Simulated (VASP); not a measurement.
# WC (Qusongite) in VASP: notebook, part 3 of 3

VASP 6.6.1. The steps go on from the part before.

## 4. Single point, PBE

INCAR reads:

```
SYSTEM = WC
  PREC = Accurate
  ENCUT = 520
  EDIFF = 1E-6
  ISMEAR = 1
  SIGMA = 0.1
  LREAL = .FALSE.
  LASPH = .TRUE.
  NELM = 60
  ALGO = Normal
  ISIF = 2
  LWAVE = .FALSE.
  LCHARG = .FALSE.
  GGA = PE
  NBANDS = 16
```

KPOINTS reads:

```
regular mesh
0
G
  14 14 13
  0 0 0
```

POSCAR reads:

```
WC
1.0
    2.9065000000      0.0000000000      0.0000000000
   -1.4532500000      2.5171028361      0.0000000000
    0.0000000000      0.0000000000      2.8366000000
W C
1 1
Direct
    0.0059450000      0.0066780000      0.0194740000
    0.6820890000      0.3248480000      0.5199400000
```

Potentials or basis: VASP PAW PBE potentials, release 64 (W_sv, C).

Command:

```
> cat potpaw_PBE.64/W_sv/POTCAR potpaw_PBE.64/C/POTCAR > POTCAR
> mpirun -np 1 vasp_std > vasp.out
```

OUTCAR:

```text
SYSTEM = WC
   PREC = Accurate
   ENCUT = 520
   EDIFF = 1E-6
   ISMEAR = 1
   LREAL = .FALSE.
   LASPH = .TRUE.
   NELM = 60
   ISIF = 2
   GGA = PE

 ion  position               nearest neighbor table
   1  0.006  0.007  0.019-   2 2.15   2 2.15   2 2.22   2 2.22   2 2.23   2 2.23
   2  0.682  0.325  0.520-   1 2.15   1 2.15   1 2.22   1 2.22   1 2.23   1 2.23

  LATTYP: Found a hexagonal cell.
 ALAT       =     2.9065000000
 C/A-ratio  =     0.9759504559

  Lattice vectors:

 A1 = (   2.9065000000,   0.0000000000,   0.0000000000)
 A2 = (  -1.4532500000,   2.5171028361,   0.0000000000)
 A3 = (   0.0000000000,   0.0000000000,   2.8366000000)

Analysis of symmetry for initial positions (statically):
=====================================================================
 Subroutine PRICEL returns:
 Original cell was already a primitive cell.

 Routine SETGRP: Setting up the symmetry group for a
 hexagonal supercell.

 Subroutine GETGRP returns: Found  1 space group operations
 (whereof  1 operations were pure point group operations)
 out of a pool of 24 trial point group operations.

The static configuration has the point symmetry C_1 .

Analysis of symmetry for dynamics (positions and initial velocities):
=====================================================================
 Subroutine PRICEL returns:
 Original cell was already a primitive cell.

 Routine SETGRP: Setting up the symmetry group for a
 hexagonal supercell.

 Subroutine GETGRP returns: Found  1 space group operations
 (whereof  1 operations were pure point group operations)
 out of a pool of 24 trial point group operations.

The dynamic configuration has the point symmetry C_1 .

 Subroutine INISYM returns: Found  1 space group operations
 (whereof  1 operations are pure point group operations),
 and found     1 'primitive' translations

----------------------------------------------------------------------------------------

                                     Primitive cell

  volume of cell :      20.7525

  direct lattice vectors                    reciprocal lattice vectors
     2.906500000  0.000000000  0.000000000     0.344056425  0.198641070  0.000000000
    -1.453250000  2.517102836  0.000000000     0.000000000  0.397282139  0.000000000
     0.000000000  0.000000000  2.836600000     0.000000000  0.000000000  0.352534725

  length of vectors
     2.906500000  2.906500000  2.836600000     0.397282139  0.397282139  0.352534725

  position of ions in fractional coordinates (direct lattice)
     0.005945000  0.006678000  0.019474000
     0.682089000  0.324848000  0.519940000

  ion indices of the primitive-cell ions
   primitive index   ion index
                 1           1
                 2           2

----------------------------------------------------------------------------------------

 KPOINTS: regular mesh

Automatic generation of k-mesh.
 Grid dimensions read from file:
 generate k-points for:   14   14   13

 Generating k-lattice:

  Cartesian coordinates                     Fractional coordinates (reciprocal lattice)
     0.024575459  0.014188648  0.000000000     0.071428571  0.000000000  0.000000000
     0.000000000  0.028377296  0.000000000     0.000000000  0.071428571  0.000000000
     0.000000000  0.000000000  0.027118056     0.000000000  0.000000000  0.076923077

  Length of vectors
     0.028377296  0.028377296  0.027118056

  Shift w.r.t. Gamma in fractional coordinates (k-lattice)
     0.000000000  0.000000000  0.000000000

 Subroutine IBZKPT returns following result:
 ===========================================

 Found   1276 irreducible k-points:

 Following reciprocal coordinates:
            Coordinates               Weight
  0.000000  0.000000  0.000000      1.000000
  0.071429 -0.000000  0.000000      2.000000
  0.000000  0.071429  0.000000      2.000000
 -0.071429  0.071429  0.000000      2.000000
  0.142857  0.000000  0.000000      2.000000
  0.000000  0.142857  0.000000      2.000000
[... 16 lines left out ...]
  0.071429  0.071429  0.000000      2.000000
 -0.071429  0.142857  0.000000      2.000000
 [... further k-points ...]
   k-points           NKPTS =   1276   k-points in BZ     NKDIM =   1276   number of bands    NBANDS=     16
   number of dos      NEDOS =    301   number of ions     NIONS =      2
   total plane-waves  NPLWV =  13824
   dimension x,y,z NGX =    24 NGY =   24 NGZ =   24
   dimension x,y,z NGXF=    48 NGYF=   48 NGZF=   48
   ions per type =               1   1
   NGX,Y,Z   is equivalent  to a cutoff of  13.73, 13.73, 14.07 a.u.
   NGXF,Y,Z  is equivalent  to a cutoff of  27.46, 27.46, 28.13 a.u.
 SYSTEM =  WC
   PREC   = accura    normal or accurate (medium, high low for compatibility)
   ISTART =      0    job   : 0-new  1-cont  2-samecut
   ICHARG =      2    charge: 1-file 2-atom 10-const
   ISPIN  =      1    spin polarized calculation?
   LNONCOLLINEAR =      F non collinear calculations
   LSORBIT =      F    spin-orbit coupling
   LASPH  =      T    aspherical Exc in radial PAW
   ENCUT  =  520.0 eV  38.22 Ry    6.18 a.u.   5.40  5.40  5.27*2*pi/ulx,y,z
   NELM   =     60;   NELMIN=  2; NELMDL= -5     # of ELM steps
   EDIFF  = 0.1E-05   stopping-criterion for ELM
   LREAL  =      F    real-space projection
   EDIFFG = 0.1E-04   stopping-criterion for IOM
   NSW    =      0    number of steps for IOM
   IBRION =     -1    ionic relax: 0-MD 1-quasi-New 2-CG
   NFREE  =      0    steps in history (QN), initial steepest desc. (CG)
   ISIF   =      2    stress and relaxation
   ISYM   =      2    0-nonsym 1-usesym 2-fastsym
   POTIM  = 0.5000    time-step for ionic-motion
   TEBEG  =    0.0;   TEEND  =   0.0 temperature during run
   PSTRESS=    0.0 pullay stress
   NELECT =      18.0000    total number of electrons
   NUPDOWN=      -1.0000    fix difference up-down
   EMIN   =  10.00;   EMAX   =-10.00  energy-range for DOS
   EFERMI =   0.00;   METHOD = LEGACY
   ISMEAR =     1;   SIGMA  =   0.10  broadening in eV -4-tet -1-fermi 0-gaus
   EFERMI_NEDOS =   21; number of points for ismear=-14 and -15
   IALGO  =     38    algorithm
   IMIX   =      4    mixing-type and parameters
     AMIX     =   0.40;   BMIX     =  1.00
     AMIX_MAG =   1.60;   BMIX_MAG =  1.00
  volume/ion in A,a.u.               =      10.38        70.02
  Fermi-wavevector in a.u.,A,eV,Ry     =   1.561262  2.950358 33.164744  2.437540
  Thomas-Fermi vector in A             =   2.664353
   LORBIT       =      0    0 simple, 1 ext, 2 COOP (PROOUT), +10 PAW based schemes
   GGA     = PE    functional components
   LHFCALC =     F    Hartree Fock is set to
   AEXX    =    0.0000 exact exchange contribution
   IVDW    =     0    specifies the selected vdW correction
   LEPSILON=     F    determine dielectric tensor
   LRPA    =     F    only Hartree local field effects (RPA)
 non-spin polarized calculation
 Methfessel and Paxton  Order N= 1 SIGMA  =   0.10
  energy-cutoff  :      520.00
  volume of cell :       20.75
 maximum number of plane-waves:       580
 NGX is ok and might be reduce to    24

 number of electron      18.0000000 magnetization

 Free energy of the ion-electron system (eV)
  ---------------------------------------------------
  ext. energy  EPLUGINS =         0.00000000
  ---------------------------------------------------
  free energy    TOTEN  =       -22.41016972 eV

  energy without entropy =      -22.41021602  energy(sigma->0) =      -22.41018516

 E-fermi :  11.0929     XC(G=0): -13.7990

 val. band max:       11.0740148055   @ k =  -0.4286  -0.0714   0.4615
 cond. band min:      11.1165366503   @ k =   0.0000   0.0000   0.0769
 fundamental gap:      0.0425218447
 Fermi energy:        11.0928646111

 k-point     1 :       0.0000    0.0000    0.0000
  band No.  band energies     occupation
      1     -62.9208      2.00000
      2     -26.9051      2.00000
      3     -26.8041      2.00000
      4     -26.7967      2.00000
      5      -3.3738      2.00000
      6       6.7381      2.00000
[... 8 lines left out ...]
     15      25.4123      0.00000
     16      27.4049      0.00000
[... 419 lines left out ...]
 k-point    24 :      -0.0714    0.1429    0.0000
  band No.  band energies     occupation
      1     -62.9125      2.00000
      2     -26.9204      2.00000
      3     -26.8891      2.00000
      4     -26.8314      2.00000
      5      -2.9764      2.00000
      6       6.6968      2.00000
[... 8 lines left out ...]
     15      24.9377      0.00000
     16      28.4459      0.00000

 [... further k-points ...]
[... 5 lines left out ...]
  --------------------------------------------------------------------------------------
  -------------------------------------------------------------------------------------
  Total        1.1318289      0.7119640      1.0202995     -0.2690987     -0.0027455      0.0038006
  in kB       87.3819994     54.9666472     78.7714529    -20.7755602     -0.2119627      0.2934233
  external PRESSURE =      73.7066998 kB  Pullay stress =       0.0000000 kB

 VOLUME and BASIS-vectors are now :
 -----------------------------------------------------------------------------
  energy-cutoff  :      520.00
  volume of cell :       20.75
      direct lattice vectors                 reciprocal lattice vectors
     2.906500000  0.000000000  0.000000000     0.344056425  0.198641070  0.000000000
    -1.453250000  2.517102836  0.000000000     0.000000000  0.397282139  0.000000000
     0.000000000  0.000000000  2.836600000     0.000000000  0.000000000  0.352534725

 POSITION                                       TOTAL-FORCE (eV/Angst)
 -----------------------------------------------------------------------------------
      0.00757      0.01681      0.05524         0.820358     -0.609477      0.019347
      1.51041      0.81768      1.47486        -0.820358      0.609477     -0.019347
 -----------------------------------------------------------------------------------
    total drift:                               -0.000008      0.000008     -0.000012

  FREE ENERGIE OF THE ION-ELECTRON SYSTEM (eV)
  ---------------------------------------------------
  free  energy   TOTEN  =       -22.4101697243 eV

  energy  without entropy=      -22.4102160201  energy(sigma->0) =      -22.41018516
```

OSZICAR:

```text
N       E                     dE             d eps       ncg     rms          rms(c)
DAV:   1     0.110106644187E+03    0.11011E+03   -0.93823E+03 40912   0.125E+03
DAV:   2    -0.222521571257E+02   -0.13236E+03   -0.12791E+03 48520   0.338E+02
DAV:   3    -0.254699039957E+02   -0.32177E+01   -0.32070E+01 45728   0.501E+01
DAV:   4    -0.254867558822E+02   -0.16852E-01   -0.16851E-01 52856   0.408E+00
DAV:   5    -0.254868830929E+02   -0.12721E-03   -0.12721E-03 45664   0.335E-01    0.325E+01
DAV:   6    -0.224919663803E+02    0.29949E+01   -0.57879E+00 50648   0.259E+01    0.859E+00
DAV:   7    -0.224381914609E+02    0.53775E-01   -0.43779E-01 42488   0.504E+00    0.625E+00
DAV:   8    -0.224116660887E+02    0.26525E-01   -0.64471E-02 46624   0.214E+00    0.110E+00
DAV:   9    -0.224102281384E+02    0.14380E-02   -0.35332E-03 45880   0.441E-01    0.120E-01
DAV:  10    -0.224101750163E+02    0.53122E-04   -0.32765E-04 49184   0.205E-01    0.708E-02
DAV:  11    -0.224101709366E+02    0.40797E-05   -0.23032E-05 47680   0.412E-02    0.993E-03
DAV:  12    -0.224101697877E+02    0.11489E-05   -0.38463E-06 45144   0.169E-02    0.175E-03
DAV:  13    -0.224101697243E+02    0.63396E-07   -0.14187E-07 21616   0.320E-03
   1 F= -.22410170E+02 E0= -.22410185E+02  d E =0.462957E-04
```

Run time: 3.6 min. Hardware: 1 thread of AMD EPYC 9R45 (Zen 5), shared host; peak memory 0.47 GiB.

Results:

```yaml
Free_energy: -22.4102 eV
Pressure: 7.4 GPa
Largest_force: 1.022 eV/Å
Band_gap_on_the_k_mesh: zero (band 9 reaches 11.80 eV, above the bottom of band 10 at 10.52 eV)
```

Forces on the atoms (eV/Å):
```
W    0.820 -0.609  0.019
C   -0.820  0.609 -0.019
```

Caveat: spin-orbit coupling is left out, which moves the levels of the heavy elements; forces of over 1 eV/Å act on the atoms, so gaps and moduli don't describe the material at rest.

## 5. The runs side by side

```csv
level,spin,k mesh,smearing,gap on the mesh (eV),pressure (GPa),largest force (eV/Å)
PBEsol,"non-collinear, zero start, SOC",9 × 9 × 8,gaussian 0.05 eV,-,-1.6,-
PBE,off,12 × 12 × 11,methfessel-paxton 0.1 eV,none,7.4,1.05
PBE,off,14 × 14 × 13,methfessel-paxton 0.1 eV,none,7.4,1.02
```

Some of these runs hold the atoms at other places in the same cell, which the table doesn't show; runs alike in all that it shows share one row.

Alike in all rows: task single point; potentials or basis VASP PAW PBE potentials, release 64 (W_sv, C); cell as given; cutoff (eV) 520.

The pressure there spans -1.6 GPa (PBEsol) to 7.4 GPa (PBE); a positive pressure means that this level wants a larger cell, a negative one a smaller.

Caveats: spin-orbit coupling is left out, which moves the levels of the heavy elements (some runs); forces of over 1 eV/Å act on the atoms, so gaps and moduli don't describe the material at rest (some runs); the PAW data sets were made with another functional, which shifts forces and pressure a little (some runs).

Total energies depend on the potentials used, so only differences within one code and one set of settings carry meaning.
